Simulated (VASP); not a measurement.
# Ir (P6_3/mmc) in VASP: a series of runs

The runs below take Ir through single point, with LDA.

All numbers are computed with VASP 6.6.1; they aren't measurements. Logs are shortened: lines on timing, memory, paths and dates and some standing lists are left out, and cuts for length are marked.

## 1. The cell of the first run

It takes space group P6_3/mmc (No. 194, hexagonal). Conventional cell: a = 2.624 Å, b = 2.624 Å, c = 4.386 Å, α = 90.00°, β = 90.00°, γ = 120.00°. Ir (site symmetry -6m2) has 12 Ir at 2.62 to 2.67 Å within 3.5 Å.

This isn't the form of Ir at room conditions, which is fcc.

## 2. Single point, LDA

File INCAR:

```
PREC = Accurate ; ENCUT = 520
EDIFF = 1E-6 ; ISMEAR = 0
SIGMA = 0.15 ; LREAL = False
LASPH = True ; NELM = 80
ALGO = Fast ; ISIF = 2
LWAVE = False ; LCHARG = False
GGA = CA ; NBANDS = 16
```

File KPOINTS:

```
Automatic mesh
0
Gamma
  18 18 10
```

File POSCAR:

```
Ir
1.0
    2.6241000000      0.0000000000      0.0000000000
   -1.3120500000      2.2725372621      0.0000000000
    0.0000000000      0.0000000000      4.3862377060
Ir
2
Direct
    0.6666666667      0.3333333333      0.7500000000
    0.3333333333      0.6666666667      0.2500000000
```

Potentials or basis: VASP PAW LDA potentials, release 64 (Ir).

Run with:

```sh
$ cat potpaw_LDA.64/Ir/POTCAR > POTCAR
$ mpirun -np 1 vasp_std > vasp.out
```

OUTCAR:

```text
PREC = Accurate
   ENCUT = 520
   EDIFF = 1E-6
   ISMEAR = 0
   LREAL = False
   LASPH = True
   NELM = 80
   ISIF = 2
   GGA = CA

 ion  position               nearest neighbor table
   1  0.667  0.333  0.750-   2 2.67   2 2.67   2 2.67   2 2.67   2 2.67   2 2.67
   2  0.333  0.667  0.250-   1 2.67   1 2.67   1 2.67   1 2.67   1 2.67   1 2.67

  LATTYP: Found a hexagonal cell.
 ALAT       =     2.6241000000
 C/A-ratio  =     1.6715207904

  Lattice vectors:

 A1 = (   2.6241000000,   0.0000000000,   0.0000000000)
 A2 = (  -1.3120500000,   2.2725372621,   0.0000000000)
 A3 = (   0.0000000000,   0.0000000000,   4.3862377060)

Analysis of symmetry for initial positions (statically):
=====================================================================
 Subroutine PRICEL returns:
 Original cell was already a primitive cell.

 Routine SETGRP: Setting up the symmetry group for a
 hexagonal supercell.

 Subroutine GETGRP returns: Found 24 space group operations
 (whereof 12 operations were pure point group operations)
 out of a pool of 24 trial point group operations.

The static configuration has the point symmetry D_3d.
 The point group associated with its full space group is D_6h.

Analysis of symmetry for dynamics (positions and initial velocities):
=====================================================================
 Subroutine PRICEL returns:
 Original cell was already a primitive cell.

 Routine SETGRP: Setting up the symmetry group for a
 hexagonal supercell.

 Subroutine GETGRP returns: Found 24 space group operations
 (whereof 12 operations were pure point group operations)
 out of a pool of 24 trial point group operations.

The dynamic configuration has the point symmetry D_3d.
 The point group associated with its full space group is D_6h.

 Subroutine INISYM returns: Found 24 space group operations
 (whereof 12 operations are pure point group operations),
 and found     1 'primitive' translations

----------------------------------------------------------------------------------------

                                     Primitive cell

  volume of cell :      26.1567

  direct lattice vectors                    reciprocal lattice vectors
     2.624100000  0.000000000  0.000000000     0.381083038  0.220018395  0.000000000
    -1.312050000  2.272537262  0.000000000     0.000000000  0.440036789  0.000000000
     0.000000000  0.000000000  4.386237706     0.000000000  0.000000000  0.227985820

  length of vectors
     2.624100000  2.624100000  4.386237706     0.440036789  0.440036789  0.227985820

  position of ions in fractional coordinates (direct lattice)
     0.666666667  0.333333333  0.750000000
     0.333333333  0.666666667  0.250000000

  ion indices of the primitive-cell ions
   primitive index   ion index
                 1           1
                 2           2

----------------------------------------------------------------------------------------

 KPOINTS: Automatic mesh

Automatic generation of k-mesh.
 Grid dimensions read from file:
 generate k-points for:   18   18   10

 Generating k-lattice:

  Cartesian coordinates                     Fractional coordinates (reciprocal lattice)
     0.021171280  0.012223244  0.000000000     0.055555556  0.000000000  0.000000000
     0.000000000  0.024446488  0.000000000     0.000000000  0.055555556  0.000000000
     0.000000000  0.000000000  0.022798582     0.000000000  0.000000000  0.100000000

  Length of vectors
     0.024446488  0.024446488  0.022798582

  Shift w.r.t. Gamma in fractional coordinates (k-lattice)
     0.000000000  0.000000000  0.000000000

 Subroutine IBZKPT returns following result:
 ===========================================

 Found    222 irreducible k-points:

 Following reciprocal coordinates:
            Coordinates               Weight
  0.000000  0.000000  0.000000      1.000000
  0.055556  0.000000  0.000000      6.000000
  0.111111  0.000000  0.000000      6.000000
  0.166667  0.000000  0.000000      6.000000
  0.222222  0.000000  0.000000      6.000000
  0.277778  0.000000  0.000000      6.000000
[... 16 lines left out ...]
  0.333333  0.111111  0.000000     12.000000
  0.388889  0.111111  0.000000     12.000000
 [... further k-points ...]
   k-points           NKPTS =    222   k-points in BZ     NKDIM =    222   number of bands    NBANDS=     16
   number of dos      NEDOS =    301   number of ions     NIONS =      2
   total plane-waves  NPLWV =  14400
   dimension x,y,z NGX =    20 NGY =   20 NGZ =   36
   dimension x,y,z NGXF=    40 NGYF=   40 NGZF=   72
   ions per type =               2
   NGX,Y,Z   is equivalent  to a cutoff of  12.67, 12.67, 13.64 a.u.
   NGXF,Y,Z  is equivalent  to a cutoff of  25.34, 25.34, 27.29 a.u.
 SYSTEM =  unknown system
   PREC   = accura    normal or accurate (medium, high low for compatibility)
   ISTART =      0    job   : 0-new  1-cont  2-samecut
   ICHARG =      2    charge: 1-file 2-atom 10-const
   ISPIN  =      1    spin polarized calculation?
   LNONCOLLINEAR =      F non collinear calculations
   LSORBIT =      F    spin-orbit coupling
   LASPH  =      T    aspherical Exc in radial PAW
   ENCUT  =  520.0 eV  38.22 Ry    6.18 a.u.   4.88  4.88  8.16*2*pi/ulx,y,z
   NELM   =     80;   NELMIN=  2; NELMDL= -5     # of ELM steps
   EDIFF  = 0.1E-05   stopping-criterion for ELM
   LREAL  =      F    real-space projection
   EDIFFG = 0.1E-04   stopping-criterion for IOM
   NSW    =      0    number of steps for IOM
   IBRION =     -1    ionic relax: 0-MD 1-quasi-New 2-CG
   NFREE  =      0    steps in history (QN), initial steepest desc. (CG)
   ISIF   =      2    stress and relaxation
   ISYM   =      2    0-nonsym 1-usesym 2-fastsym
   POTIM  = 0.5000    time-step for ionic-motion
   TEBEG  =    0.0;   TEEND  =   0.0 temperature during run
   PSTRESS=    0.0 pullay stress
   NELECT =      18.0000    total number of electrons
   NUPDOWN=      -1.0000    fix difference up-down
   EMIN   =  10.00;   EMAX   =-10.00  energy-range for DOS
   EFERMI =   0.00;   METHOD = LEGACY
   ISMEAR =     0;   SIGMA  =   0.15  broadening in eV -4-tet -1-fermi 0-gaus
   EFERMI_NEDOS =   21; number of points for ismear=-14 and -15
   IALGO  =     68    algorithm
   IMIX   =      4    mixing-type and parameters
     AMIX     =   0.40;   BMIX     =  1.00
     AMIX_MAG =   1.60;   BMIX_MAG =  1.00
  volume/ion in A,a.u.               =      13.08        88.26
  Fermi-wavevector in a.u.,A,eV,Ry     =   1.445344  2.731304 28.422823  2.089019
  Thomas-Fermi vector in A             =   2.563536
   LORBIT       =      0    0 simple, 1 ext, 2 COOP (PROOUT), +10 PAW based schemes
   GGA     = CA    functional components
   LHFCALC =     F    Hartree Fock is set to
   AEXX    =    0.0000 exact exchange contribution
   IVDW    =     0    specifies the selected vdW correction
   LEPSILON=     F    determine dielectric tensor
   LRPA    =     F    only Hartree local field effects (RPA)
 non-spin polarized calculation
 RMM-DIIS sequential band-by-band and
 Gauss-broadening in eV      SIGMA  =   0.15
  energy-cutoff  :      520.00
  volume of cell :       26.16
 maximum number of plane-waves:       728
 NGX is ok and might be reduce to    20
   NGX =  9   NGY =  9   NGZ = 17

 number of electron      18.0000001 magnetization

 Free energy of the ion-electron system (eV)
  ---------------------------------------------------
  ext. energy  EPLUGINS =         0.00000000
  ---------------------------------------------------
  free energy    TOTEN  =       -20.31429627 eV

  energy without entropy =      -20.29271824  energy(sigma->0) =      -20.30350725

 E-fermi :  11.8523     XC(G=0): -14.5952

 val. band max:       11.8474474655   @ k =   0.3889   0.1667   0.0000
 cond. band min:      11.8576810045   @ k =   0.3333   0.2222   0.1000
 fundamental gap:      0.0102335390
 Fermi energy:        11.8523174306

 k-point     1 :       0.0000    0.0000    0.0000
  band No.  band energies     occupation
      1      -0.2172      2.00000
      2       2.7199      2.00000
      3       7.0562      2.00000
      4       7.5177      2.00000
      5       7.5177      2.00000
      6       8.1945      2.00000
[... 8 lines left out ...]
     15      27.8057      0.00000
     16      29.3657      0.00000

 k-point     2 :       0.0556    0.0000    0.0000
  band No.  band energies     occupation
      1      -0.0809      2.00000
      2       2.8475      2.00000
      3       6.9581      2.00000
      4       7.5840      2.00000
      5       7.6366      2.00000
      6       8.1102      2.00000
[... 8 lines left out ...]
     15      28.0067      0.00000
     16      29.6157      0.00000

 k-point     3 :       0.1111    0.0000    0.0000
  band No.  band energies     occupation
      1       0.3154      2.00000
      2       3.2045      2.00000
      3       6.6914      2.00000
      4       7.7165      2.00000
      5       7.9745      2.00000
      6       7.9886      2.00000
[... 8 lines left out ...]
     15      28.5436      0.00000
     16      30.2878      0.00000

 k-point     4 :       0.1667    0.0000    0.0000
  band No.  band energies     occupation
      1       0.9307      2.00000
      2       3.6917      2.00000
      3       6.3866      2.00000
      4       7.4024      2.00000
      5       7.4829      2.00000
      6       8.3173      2.00000
[... 8 lines left out ...]
     15      28.9970      0.00000
     16      30.7086      0.00000

 k-point     5 :       0.2222    0.0000    0.0000
  band No.  band energies     occupation
      1       1.6866      2.00000
      2       4.0672      2.00000
      3       6.2892      2.00000
      4       6.4335      2.00000
      5       7.2168      2.00000
      6       8.4634      2.00000
[... 8 lines left out ...]
     15      28.3585      0.00000
     16      29.8931      0.00000

 k-point     6 :       0.2778    0.0000    0.0000
  band No.  band energies     occupation
      1       2.4502      2.00000
      2       4.0737      2.00000
      3       5.6032      2.00000
      4       6.5372      2.00000
      5       7.2087      2.00000
      6       8.1317      2.00000
[... 8 lines left out ...]
     15      27.3835      0.00000
     16      28.3116      0.00000

 k-point     7 :       0.3333    0.0000    0.0000
  band No.  band energies     occupation
      1       3.0412      2.00000
      2       3.8473      2.00000
      3       4.9366      2.00000
      4       6.8553      2.00000
      5       7.6462      2.00000
      6       7.8483      2.00000
[... 8 lines left out ...]
     15      26.5539      0.00000
     16      26.7959      0.00000

 k-point     8 :       0.3889    0.0000    0.0000
  band No.  band energies     occupation
      1       3.3264      2.00000
      2       3.6335      2.00000
      3       4.4496      2.00000
      4       7.3076      2.00000
      5       7.6333      2.00000
      6       7.8481      2.00000
[... 8 lines left out ...]
     15      25.4624      0.00000
     16      25.9378      0.00000

 k-point     9 :       0.4444    0.0000    0.0000
  band No.  band energies     occupation
      1       3.3151      2.00000
      2       3.5851      2.00000
      3       4.1532      2.00000
      4       7.4995      2.00000
      5       7.7039      2.00000
      6       7.8409      2.00000
[... 8 lines left out ...]
     15      24.5002      0.00000
     16      25.0198      0.00000
[... 172 lines left out ...]
 k-point    19 :       0.1111    0.1111    0.0000
  band No.  band energies     occupation
      1       1.2902      2.00000
      2       4.0042      2.00000
      3       6.1096      2.00000
      4       7.0461      2.00000
      5       7.4654      2.00000
      6       8.1941      2.00000
[... 8 lines left out ...]
     15      29.3278      0.00000
     16      29.7179      0.00000

 k-point    20 :       0.1667    0.1111    0.0000
  band No.  band energies     occupation
      1       2.0384      2.00000
      2       4.4529      2.00000
      3       5.8472      2.00000
      4       6.2436      2.00000
      5       7.2766      2.00000
      6       7.7972      2.00000
[... 8 lines left out ...]
     15      27.8371      0.00000
     16      28.7461      0.00000

 k-point    21 :       0.2222    0.1111    0.0000
  band No.  band energies     occupation
      1       2.8224      2.00000
      2       4.5102      2.00000
      3       5.5174      2.00000
      4       5.9835      2.00000
      5       7.2805      2.00000
      6       7.5018      2.00000
[... 8 lines left out ...]
     15      26.5202      0.00000
     16      27.8314      0.00000

 k-point    22 :       0.2778    0.1111    0.0000
  band No.  band energies     occupation
      1       3.4595      2.00000
      2       4.2583      2.00000
      3       4.9183      2.00000
      4       6.4040      2.00000
      5       7.3100      2.00000
      6       7.6018      2.00000
[... 8 lines left out ...]
     15      25.0811      0.00000
     16      27.0918      0.00000

 k-point    23 :       0.3333    0.1111    0.0000
  band No.  band energies     occupation
      1       3.7911      2.00000
      2       4.0125      2.00000
      3       4.4744      2.00000
      4       6.9491      2.00000
      5       7.2225      2.00000
      6       8.0056      2.00000
[... 8 lines left out ...]
     15      23.6929      0.00000
     16      26.5456      0.00000

 k-point    24 :       0.3889    0.1111    0.0000
  band No.  band energies     occupation
      1       3.7652      2.00000
      2       3.9820      2.00000
      3       4.2021      2.00000
      4       7.2283      2.00000
      5       7.4984      2.00000
      6       7.7220      2.00000
[... 8 lines left out ...]
     15      22.9373      0.00000
     16      26.2037      0.00000

 [... further k-points ...]
[... 5 lines left out ...]
  --------------------------------------------------------------------------------------
  -------------------------------------------------------------------------------------
  Total        6.1227891      6.1227891      3.5529543      0.0000000      0.0000000      0.0000000
  in kB      375.0389043    375.0389044    217.6289373      0.0000000      0.0000000      0.0000000
  external PRESSURE =     322.5689153 kB  Pullay stress =       0.0000000 kB

 VOLUME and BASIS-vectors are now :
 -----------------------------------------------------------------------------
  energy-cutoff  :      520.00
  volume of cell :       26.16
      direct lattice vectors                 reciprocal lattice vectors
     2.624100000  0.000000000  0.000000000     0.381083038  0.220018395  0.000000000
    -1.312050000  2.272537262  0.000000000     0.000000000  0.440036789  0.000000000
     0.000000000  0.000000000  4.386237706     0.000000000  0.000000000  0.227985820

 POSITION                                       TOTAL-FORCE (eV/Angst)
 -----------------------------------------------------------------------------------
      1.31205      0.75751      3.28968         0.000000      0.000000      0.000000
     -0.00000      1.51502      1.09656        -0.000000     -0.000000      0.000000
 -----------------------------------------------------------------------------------
    total drift:                                0.000000     -0.000000     -0.000000

  FREE ENERGIE OF THE ION-ELECTRON SYSTEM (eV)
  ---------------------------------------------------
  free  energy   TOTEN  =       -20.3142962665 eV

  energy  without entropy=      -20.2927182351  energy(sigma->0) =      -20.30350725
```

Wall time 44 s (1 thread of Intel Xeon 6975P-C (Granite Rapids), shared host); peak memory 0.19 GiB.

What came out:

```
Free energy            : -20.3143 eV
Pressure               : 32.3 GPa
Band gap on the k mesh : zero (bands 9 and 10 overlap by 4.02 eV)
```

Levels at points of the mesh, in eV from the Fermi level:
| k point | band 6 | band 7 | band 8 | band 9 | band 10 | band 11 | band 12 | band 13 |
| --- | --- | --- | --- | --- | --- | --- | --- | --- |
| (0.00, 0.00, 0.00) | -3.66 | -3.66 | -2.38 | -2.38 | -1.26 | 0.37 | 0.37 | 7.47 |
| (0.50, 0.00, 0.00) | -3.66 | -3.53 | 1.03 | 1.11 | 1.52 | 3.43 | 5.04 | 8.85 |
| (0.00, 0.00, 0.50) | -4.39 | -4.39 | -4.39 | -0.47 | -0.47 | -0.47 | -0.47 | 13.64 |
| (0.50, 0.00, 0.50) | -2.26 | -1.07 | -1.07 | 1.35 | 1.35 | 2.25 | 2.25 | 8.64 |

Caveat: the cell stands under pressure; spin-orbit coupling is left out, which moves the levels of the heavy elements.

## 3. Single point, LDA

This run uses another cell than the first one, of 13.16 Å³/atom.

File INCAR:

```
SYSTEM = Ir
PREC = Accurate ; ENCUT = 520
EDIFF = 1E-7 ; ISMEAR = 0
SIGMA = 0.15 ; LREAL = .False.
LASPH = .True. ; NELM = 60
ALGO = Normal ; ISIF = 2
LWAVE = .False. ; LCHARG = .False.
NBANDS = 16
```

File KPOINTS:

```
Automatic mesh
0
Gamma
  18 18 10
  0 0 0
```

File POSCAR:

```
Ir
1.0
    2.7052421931      0.0000000000      0.0000000000
   -1.3526210966      2.3428084626      0.0000000000
    0.0000000000      0.0000000000      4.1523000000
Ir
2
Direct
    0.6666666667      0.3333333333      0.7500000000
    0.3333333333      0.6666666667      0.2500000000
```

Potentials or basis: VASP PAW LDA potentials, release 64 (Ir).

Run with:

```sh
$ cat potpaw_LDA.64/Ir/POTCAR > POTCAR
$ mpirun -np 1 vasp_std > vasp.out
```

It took 28 s on 1 thread of Intel Xeon 6975P-C (Granite Rapids), shared host; peak memory 0.19 GiB.

The run converged. Its results:

```
Free energy            : -20.2768 eV
Pressure               : 30.8 GPa
Band gap on the k mesh : zero (bands 9 and 10 overlap by 3.68 eV)
```

Stress tensor (GPa, compression positive):
```
21.15  0.00  0.00
 0.00 21.15  0.00
 0.00  0.00 50.21
```

Levels at points of the mesh, in eV from the Fermi level:
```tsv
k point	band 7	band 8	band 9	band 10	band 11	band 12
(0.00, 0.00, 0.00)	-3.56	-3.28	-3.28	-0.39	0.21	0.21
(0.50, 0.00, 0.00)	-3.03	0.34	0.98	1.36	3.04	4.50
(0.00, 0.00, 0.50)	-4.72	-4.72	-0.54	-0.54	-0.54	-0.54
(0.50, 0.00, 0.50)	-1.22	-1.22	0.73	0.73	2.09	2.09
```

Caveat: the cell stands under pressure; spin-orbit coupling is left out, which moves the levels of the heavy elements.
